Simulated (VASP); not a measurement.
# Te3As4 (Im-3m) in VASP: further runs

Runs on Te3As4. Level: PBE. Tasks: single point, relaxation of cell and atoms.

Program: VASP 6.6.1. These are calculated values, not measurements. Logs are shortened: lines on timing, memory, paths and dates and some standing lists are left out, and cuts for length are marked.

## Step 1: The cell of the first run

It takes space group Im-3m (No. 229, cubic). The conventional cell has a = 7.058 Å, b = 7.058 Å, c = 7.058 Å, α = 90.00°, β = 90.00°, γ = 90.00°. Te (site symmetry 4/mmm) has 8 As at 3.06 Å and 4 Te at 3.53 Å within 4.0 Å. Within 4.0 Å of As (site symmetry -3m) lie 6 Te at 3.06 Å and 6 As at 3.53 Å.

## Step 2: Single point, PBE

File INCAR:

```
SYSTEM = Te3As4
ALGO = Normal
EDIFF = 1E-6
ENCUT = 520
GGA = PE
ISIF = 2
ISMEAR = 0
LASPH = .True.
LCHARG = .False.
LREAL = .False.
LWAVE = .False.
NBANDS = 28
NELM = 100
PREC = Accurate
SIGMA = 0.1
```

File KPOINTS:

```
k-points
0
Gamma
  8 8 8
  0 0 0
```

File POSCAR:

```
Te3As4
1.0
   -3.5290191999      3.5290191999      3.5290191999
    3.5290191999     -3.5290191999      3.5290191999
    3.5290191999      3.5290191999     -3.5290191999
Te As
3 4
Direct
    0.0000000000      0.5000000000      0.5000000000
    0.5000000000      0.0000000000      0.5000000000
    0.5000000000      0.5000000000      0.0000000000
    0.5000000000      0.5000000000      0.5000000000
    0.0000000000      0.0000000000      0.5000000000
    0.0000000000      0.5000000000      0.0000000000
    0.5000000000      0.0000000000      0.0000000000
```

Potentials or basis: VASP PAW PBE potentials, release 64 (Te, As).

Run with:

```bash
cat potpaw_PBE.64/Te/POTCAR potpaw_PBE.64/As/POTCAR > POTCAR
mpirun -np 1 vasp_std > vasp.out
```

OUTCAR:

```text
SYSTEM = Te3As4
   EDIFF = 1E-6
   ENCUT = 520
   GGA = PE
   ISIF = 2
   ISMEAR = 0
   LASPH = .True.
   LREAL = .False.
   NELM = 100
   PREC = Accurate

 ion  position               nearest neighbor table
   1  0.000  0.500  0.500-   4 3.06   5 3.06   6 3.06   7 3.06   6 3.06   5 3.06   4 3.06   7 3.06
                             2 3.53   3 3.53   2 3.53   3 3.53
   2  0.500  0.000  0.500-   4 3.06   5 3.06   6 3.06   7 3.06   7 3.06   4 3.06   5 3.06   6 3.06
                             3 3.53   1 3.53   1 3.53   3 3.53
   3  0.500  0.500  0.000-   4 3.06   5 3.06   6 3.06   7 3.06   4 3.06   7 3.06   6 3.06   5 3.06
                             2 3.53   1 3.53   1 3.53   2 3.53
   4  0.500  0.500  0.500-   1 3.06   2 3.06   3 3.06   3 3.06   2 3.06   1 3.06
   5  0.000  0.000  0.500-   1 3.06   2 3.06   3 3.06   1 3.06   2 3.06   3 3.06
   6  0.000  0.500  0.000-   1 3.06   2 3.06   3 3.06   1 3.06   3 3.06   2 3.06
   7  0.500  0.000  0.000-   1 3.06   2 3.06   3 3.06   2 3.06   3 3.06   1 3.06

  LATTYP: Found a body centered cubic cell.
 ALAT       =     7.0580383998

  Lattice vectors:

 A1 = (  -3.5290191999,   3.5290191999,   3.5290191999)
 A2 = (   3.5290191999,  -3.5290191999,   3.5290191999)
 A3 = (   3.5290191999,   3.5290191999,  -3.5290191999)

Analysis of symmetry for initial positions (statically):
=====================================================================
 Subroutine PRICEL returns:
 Original cell was already a primitive cell.

 Routine SETGRP: Setting up the symmetry group for a
 body centered cubic supercell.

 Subroutine GETGRP returns: Found 48 space group operations
 (whereof 48 operations were pure point group operations)
 out of a pool of 48 trial point group operations.

The static configuration has the point symmetry O_h .

Analysis of symmetry for dynamics (positions and initial velocities):
=====================================================================
 Subroutine PRICEL returns:
 Original cell was already a primitive cell.

 Routine SETGRP: Setting up the symmetry group for a
 body centered cubic supercell.

 Subroutine GETGRP returns: Found 48 space group operations
 (whereof 48 operations were pure point group operations)
 out of a pool of 48 trial point group operations.

The dynamic configuration has the point symmetry O_h .

 Subroutine INISYM returns: Found 48 space group operations
 (whereof 48 operations are pure point group operations),
 and found     1 'primitive' translations

----------------------------------------------------------------------------------------

                                     Primitive cell

  volume of cell :     175.8013

  direct lattice vectors                    reciprocal lattice vectors
    -3.529019200  3.529019200  3.529019200     0.000000000  0.141682426  0.141682426
     3.529019200 -3.529019200  3.529019200     0.141682426  0.000000000  0.141682426
     3.529019200  3.529019200 -3.529019200     0.141682426  0.141682426  0.000000000

  length of vectors
     6.112440555  6.112440555  6.112440555     0.200369208  0.200369208  0.200369208

  position of ions in fractional coordinates (direct lattice)
     0.000000000  0.500000000  0.500000000
     0.500000000  0.000000000  0.500000000
     0.500000000  0.500000000  0.000000000
     0.500000000  0.500000000  0.500000000
     0.000000000  0.000000000  0.500000000
     0.000000000  0.500000000  0.000000000
     0.500000000  0.000000000  0.000000000

  ion indices of the primitive-cell ions
   primitive index   ion index
                 1           1
                 2           2
                 3           3
                 4           4
                 5           5
                 6           6
                 7           7

----------------------------------------------------------------------------------------

 KPOINTS: k-points

Automatic generation of k-mesh.
 Grid dimensions read from file:
 generate k-points for:    8    8    8

 Generating k-lattice:

  Cartesian coordinates                     Fractional coordinates (reciprocal lattice)
     0.000000000  0.017710303  0.017710303     0.125000000  0.000000000  0.000000000
     0.017710303  0.000000000  0.017710303     0.000000000  0.125000000  0.000000000
     0.017710303  0.017710303  0.000000000     0.000000000  0.000000000  0.125000000

  Length of vectors
     0.025046151  0.025046151  0.025046151

  Shift w.r.t. Gamma in fractional coordinates (k-lattice)
     0.000000000  0.000000000  0.000000000

 Subroutine IBZKPT returns following result:
 ===========================================

 Found     29 irreducible k-points:

 Following reciprocal coordinates:
            Coordinates               Weight
  0.000000  0.000000  0.000000      1.000000
  0.125000  0.000000  0.000000     12.000000
  0.250000  0.000000  0.000000     12.000000
  0.375000  0.000000  0.000000     12.000000
  0.500000  0.000000  0.000000      6.000000
  0.125000  0.125000  0.000000     24.000000
[... 16 lines left out ...]
 -0.250000  0.250000  0.250000      6.000000
 -0.375000  0.375000  0.250000     24.000000
 [... further k-points ...]
   k-points           NKPTS =     29   k-points in BZ     NKDIM =     29   number of bands    NBANDS=     28
   number of dos      NEDOS =    301   number of ions     NIONS =      7
   total plane-waves  NPLWV = 110592
   dimension x,y,z NGX =    48 NGY =   48 NGZ =   48
   dimension x,y,z NGXF=    96 NGYF=   96 NGZF=   96
   ions per type =               3   4
   NGX,Y,Z   is equivalent  to a cutoff of  13.06, 13.06, 13.06 a.u.
   NGXF,Y,Z  is equivalent  to a cutoff of  26.11, 26.11, 26.11 a.u.
 SYSTEM =  Te3As4
   PREC   = accura    normal or accurate (medium, high low for compatibility)
   ISTART =      0    job   : 0-new  1-cont  2-samecut
   ICHARG =      2    charge: 1-file 2-atom 10-const
   ISPIN  =      1    spin polarized calculation?
   LNONCOLLINEAR =      F non collinear calculations
   LSORBIT =      F    spin-orbit coupling
   LASPH  =      T    aspherical Exc in radial PAW
   ENCUT  =  520.0 eV  38.22 Ry    6.18 a.u.  11.37 11.37 11.37*2*pi/ulx,y,z
   NELM   =    100;   NELMIN=  2; NELMDL= -5     # of ELM steps
   EDIFF  = 0.1E-05   stopping-criterion for ELM
   LREAL  =      F    real-space projection
   EDIFFG = 0.1E-04   stopping-criterion for IOM
   NSW    =      0    number of steps for IOM
   IBRION =     -1    ionic relax: 0-MD 1-quasi-New 2-CG
   NFREE  =      0    steps in history (QN), initial steepest desc. (CG)
   ISIF   =      2    stress and relaxation
   ISYM   =      2    0-nonsym 1-usesym 2-fastsym
   POTIM  = 0.5000    time-step for ionic-motion
   TEBEG  =    0.0;   TEEND  =   0.0 temperature during run
   PSTRESS=    0.0 pullay stress
   NELECT =      38.0000    total number of electrons
   NUPDOWN=      -1.0000    fix difference up-down
   EMIN   =  10.00;   EMAX   =-10.00  energy-range for DOS
   EFERMI =   0.00;   METHOD = LEGACY
   ISMEAR =     0;   SIGMA  =   0.10  broadening in eV -4-tet -1-fermi 0-gaus
   EFERMI_NEDOS =   21; number of points for ismear=-14 and -15
   IALGO  =     38    algorithm
   IMIX   =      4    mixing-type and parameters
     AMIX     =   0.40;   BMIX     =  1.00
     AMIX_MAG =   1.60;   BMIX_MAG =  1.00
  volume/ion in A,a.u.               =      25.11       169.48
  Fermi-wavevector in a.u.,A,eV,Ry     =   0.982491  1.856639 13.133554  0.965289
  Thomas-Fermi vector in A             =   2.113578
   LORBIT       =      0    0 simple, 1 ext, 2 COOP (PROOUT), +10 PAW based schemes
   GGA     = PE    functional components
   LHFCALC =     F    Hartree Fock is set to
   AEXX    =    0.0000 exact exchange contribution
   IVDW    =     0    specifies the selected vdW correction
   LEPSILON=     F    determine dielectric tensor
   LRPA    =     F    only Hartree local field effects (RPA)
 non-spin polarized calculation
 Gauss-broadening in eV      SIGMA  =   0.10
  energy-cutoff  :      520.00
  volume of cell :      175.80
 maximum number of plane-waves:      4753
 NGX is ok and might be reduce to    48
   NGX = 23   NGY = 23   NGZ = 23

 number of electron      38.0000000 magnetization

 Free energy of the ion-electron system (eV)
  ---------------------------------------------------
  ext. energy  EPLUGINS =         0.00000000
  ---------------------------------------------------
  free energy    TOTEN  =       -24.81687849 eV

  energy without entropy =      -24.79439450  energy(sigma->0) =      -24.80563649

 E-fermi :   6.3098     XC(G=0):  -9.8770

 val. band max:        6.2903426665   @ k =   0.1250   0.1250   0.0000
 cond. band min:       6.3263080893   @ k =   0.3750   0.0000   0.0000
 fundamental gap:      0.0359654228
 Fermi energy:         6.3098053356

 k-point     1 :       0.0000    0.0000    0.0000
  band No.  band energies     occupation
      1      -8.1423      2.00000
      2      -4.6864      2.00000
      3      -4.6864      2.00000
      4      -3.9135      2.00000
      5      -3.9135      2.00000
      6      -3.9135      2.00000
[... 20 lines left out ...]
     27      10.0318      0.00000
     28      10.0318      0.00000

 k-point     2 :       0.1250    0.0000    0.0000
  band No.  band energies     occupation
      1      -8.0614      2.00000
      2      -4.8544      2.00000
      3      -4.7303      2.00000
      4      -4.0132      2.00000
      5      -3.9840      2.00000
      6      -3.9472      2.00000
[... 20 lines left out ...]
     27      10.0586      0.00000
     28      10.2811      0.00000

 k-point     3 :       0.2500    0.0000    0.0000
  band No.  band energies     occupation
      1      -7.8222      2.00000
      2      -5.4135      2.00000
      3      -4.8291      2.00000
      4      -4.1349      2.00000
      5      -4.0244      2.00000
      6      -3.9892      2.00000
[... 616 lines left out ...]
      3      -4.7157      2.00000
      4      -4.7083      2.00000
      5      -4.7083      2.00000
      6      -3.5386      2.00000
[... 20 lines left out ...]
     27       8.9751      0.00000
     28       8.9751      0.00000

 k-point    24 :      -0.3750    0.3750    0.2500
  band No.  band energies     occupation
      1      -7.1334      2.00000
      2      -5.9774      2.00000
      3      -5.0327      2.00000
      4      -4.8965      2.00000
      5      -4.4423      2.00000
      6      -3.5206      2.00000
[... 20 lines left out ...]
     27       8.7515      0.00000
     28       8.9094      0.00000

 [... further k-points ...]
[... 5 lines left out ...]
  --------------------------------------------------------------------------------------
  -------------------------------------------------------------------------------------
  Total       -0.0599661     -0.0599661     -0.0599661      0.0000000      0.0000000     -0.0000000
  in kB       -0.5465052     -0.5465052     -0.5465052      0.0000000      0.0000000     -0.0000000
  external PRESSURE =      -0.5465052 kB  Pullay stress =       0.0000000 kB

 VOLUME and BASIS-vectors are now :
 -----------------------------------------------------------------------------
  energy-cutoff  :      520.00
  volume of cell :      175.80
      direct lattice vectors                 reciprocal lattice vectors
    -3.529019200  3.529019200  3.529019200     0.000000000  0.141682426  0.141682426
     3.529019200 -3.529019200  3.529019200     0.141682426  0.000000000  0.141682426
     3.529019200  3.529019200 -3.529019200     0.141682426  0.141682426  0.000000000

 POSITION                                       TOTAL-FORCE (eV/Angst)
 -----------------------------------------------------------------------------------
      3.52902      0.00000      0.00000         0.000000      0.000000      0.000000
      0.00000      3.52902      0.00000         0.000000      0.000000      0.000000
      0.00000      0.00000      3.52902        -0.000000     -0.000000     -0.000000
      1.76451      1.76451      1.76451         0.000000     -0.000000     -0.000000
      1.76451      1.76451     -1.76451        -0.000000      0.000000     -0.000000
      1.76451     -1.76451      1.76451        -0.000000     -0.000000      0.000000
     -1.76451      1.76451      1.76451        -0.000000     -0.000000     -0.000000
 -----------------------------------------------------------------------------------
    total drift:                                0.000000     -0.000000     -0.000000

  FREE ENERGIE OF THE ION-ELECTRON SYSTEM (eV)
  ---------------------------------------------------
  free  energy   TOTEN  =       -24.8168784896 eV

  energy  without entropy=      -24.7943944964  energy(sigma->0) =      -24.80563649
```

It took 1.7 min on 1 thread of Intel Xeon 6975P-C (Granite Rapids), shared host; peak memory 0.38 GiB.

What came out:

| Item | Value |
| --- | --- |
| Free energy | -24.8169 eV |
| Pressure | -0.1 GPa |
| Band gap on the k mesh | zero (band 19 reaches 8.13 eV, above the bottom of band 20 at 5.72 eV) |

Caveat: spin-orbit coupling is left out, which moves the levels of the heavy elements.

## Step 3: Relaxation of cell and atoms, PBE

This run uses another cell than the first one, of 25.57 Å³/atom, 1.018 times its volume.

File INCAR:

```
SYSTEM = Te3As4
PREC = Accurate ; ENCUT = 600
EDIFF = 1E-6 ; ISMEAR = 0
SIGMA = 0.1 ; LREAL = .False.
LASPH = .True. ; NELM = 100
ALGO = Normal ; ISIF = 3
LWAVE = .False. ; LCHARG = .False.
GGA = PE ; IBRION = 2
NSW = 100 ; EDIFFG = -0.01
```

File KPOINTS:

```
regular mesh
0
Gamma
  8 8 8
  0 0 0
```

Changes to POSCAR since step 2:

```diff
@@ -2,5 +2,5 @@
 1.0
-   -3.5290191999      3.5290191999      3.5290191999
-    3.5290191999     -3.5290191999      3.5290191999
-    3.5290191999      3.5290191999     -3.5290191999
+   -3.5501566910      3.5501566910      3.5501566910
+    3.5501566910     -3.5501566910      3.5501566910
+    3.5501566910      3.5501566910     -3.5501566910
 Te As
```

Potentials or basis: VASP PAW PBE potentials, release 64 (Te, As).

Run with:

```bash
cat potpaw_PBE.64/Te/POTCAR potpaw_PBE.64/As/POTCAR > POTCAR
mpirun -np 1 vasp_std > vasp.out
```

It took 4.6 min on 1 thread of Intel Xeon 6975P-C (Granite Rapids), shared host; peak memory 0.44 GiB.

Results (log left out):

```
Free energy                            : -24.8171 eV
Relaxed volume                         : 25.09 Å³/atom
Relaxed cell                           : a = 6.110 Å, b = 6.110 Å, c = 6.110 Å, α = 109.47°, β = 109.47°, γ = 109.47°
Space group after relaxing (to 0.05 Å) : Im-3m (No. 229)
Energy gained by relaxing              : 1.7 meV/atom
Ionic steps                            : 3
Pressure after relaxing                : 0.0 GPa
Band gap on the k mesh                 : zero (band 19 reaches 8.14 eV, above the bottom of band 20 at 5.73 eV)
```

The path:
```
step  energy change (eV)  largest force (eV/Å)  pressure (GPa)  volume (Å³)
   1              0.0000                0.0000           -1.12       178.98
   2             -0.0102                0.0000            0.45       174.39
   3             -0.0119                0.0000            0.00       175.63
```

Final structure:
```cif
data_structure
_symmetry_space_group_name_H-M 'P 1'
_symmetry_Int_Tables_number 1
_cell_length_a 6.1105
_cell_length_b 6.1105
_cell_length_c 6.1105
_cell_angle_alpha 109.471
_cell_angle_beta 109.471
_cell_angle_gamma 109.471
_cell_volume 175.63
loop_
_atom_site_label
_atom_site_type_symbol
_atom_site_fract_x
_atom_site_fract_y
_atom_site_fract_z
_atom_site_occupancy
Te1 Te 0.00000 0.50000 0.50000 1
Te2 Te 0.50000 0.00000 0.50000 1
Te3 Te 0.50000 0.50000 0.00000 1
As1 As 0.50000 0.50000 0.50000 1
As2 As 0.00000 0.00000 0.50000 1
As3 As 0.00000 0.50000 0.00000 1
As4 As 0.50000 0.00000 0.00000 1
```

Levels at points of the mesh, in eV from the Fermi level:
| k point | band 17 | band 18 | band 19 | band 20 | band 21 | band 22 |
| --- | --- | --- | --- | --- | --- | --- |
| (0.00, 0.00, 0.00) | 1.09 | 1.09 | 1.82 | 2.37 | 2.37 | 2.37 |
| (0.50, 0.00, 0.00) | -1.58 | -1.49 | -0.94 | -0.16 | -0.15 | 0.49 |
| (0.50, 0.50, 0.50) | -0.90 | -0.39 | -0.39 | -0.10 | -0.10 | -0.10 |

Caveat: spin-orbit coupling is left out, which moves the levels of the heavy elements.

## Step 4: Single point, PBE

This run uses another cell than the first one, of 29.70 Å³/atom, 1.183 times its volume.

File INCAR:

```
SYSTEM = Te3As4
ALGO = Normal ; EDIFF = 1E-7
ENCUT = 520 ; GGA = PE
ISIF = 2 ; ISMEAR = 0
LASPH = .True. ; LCHARG = .False.
LREAL = .False. ; LWAVE = .False.
NBANDS = 28 ; NELM = 100
PREC = Accurate ; SIGMA = 0.1
```

File KPOINTS:

```
k-points
0
Gamma
  4 4 4
  0 0 0
```

Changes to POSCAR since step 3:

```diff
@@ -2,5 +2,5 @@
 1.0
-   -3.5501566910      3.5501566910      3.5501566910
-    3.5501566910     -3.5501566910      3.5501566910
-    3.5501566910      3.5501566910     -3.5501566910
+   -3.7320963900      3.7320963900      3.7320963900
+    3.7320963900     -3.7320963900      3.7320963900
+    3.7320963900      3.7320963900     -3.7320963900
 Te As
```

Run with:

```bash
cat potpaw_PBE.64/Te/POTCAR potpaw_PBE.64/As/POTCAR > POTCAR
mpirun -np 1 vasp_std > vasp.out
```

Wall time 44 s (1 thread of Intel Xeon 6975P-C (Granite Rapids), shared host); peak memory 0.32 GiB.

Results (log left out):

```
Free energy            : -23.8070 eV
Pressure               : -6.5 GPa
Band gap on the k mesh : zero (band 19 reaches 5.88 eV, above the bottom of band 20 at 4.22 eV)
```

Levels at points of the mesh, in eV from the Fermi level:
```csv
k point,band 16,band 17,band 18,band 19,band 20,band 21,band 22,band 23
"(0.00, 0.00, 0.00)",-1.44,0.96,0.96,1.47,1.89,1.89,1.89,2.86
"(0.50, 0.00, 0.00)",-1.41,-1.35,-1.16,-0.69,-0.18,-0.12,0.49,2.01
"(0.50, 0.50, 0.50)",-1.05,-1.05,-0.66,-0.66,-0.07,-0.07,-0.07,0.31
```

Caveat: spin-orbit coupling is left out, which moves the levels of the heavy elements.

## Step 5: Overview

```tsv
task	cell	k mesh	cutoff (eV)	gap on the mesh (eV)	pressure (GPa)
single point	a = 6.112 Å, angles 109.5°, 7 atoms	8 × 8 × 8	520	none	-0.1
relaxation of cell and atoms	relaxed from a = 6.149 Å, angles 109.5°, 7 atoms	8 × 8 × 8	600	none	0.0
single point	a = 6.464 Å, angles 109.5°, 7 atoms	4 × 4 × 4	520	none	-6.5
```

Alike in all rows: level PBE; potentials or basis VASP PAW PBE potentials, release 64 (Te, As); no spin polarisation; smearing gaussian 0.1 eV.

Caveats: spin-orbit coupling is left out, which moves the levels of the heavy elements.

Absolute energies hang on the potentials; compare differences alone.
